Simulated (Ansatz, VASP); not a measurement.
Ta in VASP and in Ansatz

POSCAR

```
Ta
1.0
    3.0459940641      0.0000000000      0.0000000000
   -1.5229970321      2.6379082393      0.0000000000
    0.0000000000      0.0000000000     10.3556461809
Ta
4
Direct
    0.0000000000      0.0000000000      0.0000000000
    0.0000000000      0.0000000000      0.5000000000
    0.3333333333      0.6666666667      0.2500000000
    0.6666666667      0.3333333333      0.7500000000
```

Contents of INCAR.step1:

```
  PREC = Accurate
  ENCUT = 520
  ISMEAR = -1
  SIGMA = 0.1
  LREAL = F
  LASPH = T
  NELM = 80
  NBANDS = 30
  GGA = PE
  ALGO = Normal
  EDIFF = 1E-4
  LWAVE = T
  LCHARG = F
```

INCAR.step2

```
  PREC = Accurate
  ENCUT = 520
  EDIFF = 1E-6
  ISMEAR = -1
  SIGMA = 0.1
  LREAL = F
  LASPH = T
  NELM = 80
  ALGO = Normal
  ISIF = 2
  LWAVE = F
  LCHARG = T
  METAGGA = R2SCAN
  LMIXTAU = T
  LELF = T
  LVHAR = T
  NBANDS = 30
  ISTART = 1
```

The input KPOINTS:

```
regular mesh
0
Gamma
  14 14 4
```

Input for Ansatz:

```yaml
crystal:
  lattice:
    - [3.0459940641, 0.0, 0.0]
    - [-1.5229970321, 2.6379082393, 0.0]
    - [0.0, 0.0, 10.3556461809]
  atoms:
    - { symbol: Ta, position: [0.0, 0.0, 0.0] }
    - { symbol: Ta, position: [0.0, 0.0, 0.5] }
    - { symbol: Ta, position: [0.3333333333, 0.6666666667, 0.25] }
    - { symbol: Ta, position: [0.6666666667, 0.3333333333, 0.75] }
hamiltonian:
  xc: r2scan
  pseudopotentials:
    kind: paw
    azcp:
      Ta: "pseudopotentials/Ta.paw.azcp"
basis:
  ecutwfc: 500
  fft_grid_basis: typed
kpoints:
  mp_grid: { grid: [14, 14, 4], shift: [0, 0, 0] }
magnetization:
  spin_polarized: false
scf:
  occupations: { method: fermi_dirac, width: 0.1 }
  lower_state_search: "off"
output:
  stress: true
  write_density: true
  write_potential: true
  elf: true
  volumetric_format: npy
```

Alike in both runs: task single point; functional r2SCAN; k mesh 14 × 14 × 4; occupations fermi-dirac, width 0.1 eV; no spin polarisation.

|  | VASP | Ansatz |
| --- | --- | --- |
| version | VASP 6.6.1 | Ansatz 0.2.0 |
| potentials or method | VASP PAW PBE potentials, release 64 (Ta_pv), cutoff 520 eV | plane waves (500 eV) with PAW, scalar-relativistic |
| valence electrons in the cell | 44 | 52 |

|  | VASP | Ansatz | Ansatz less VASP |
| --- | --- | --- | --- |
| pressure (GPa) | -18.0 | -18.3 | -0.30 |

VASP's potentials were made for PBE, not for r2SCAN. VASP's potentials hold 44 valence electrons a cell and Ansatz's 52, so a difference there can come from the potentials and not from the codes.

Neither program's run includes spin-orbit coupling.
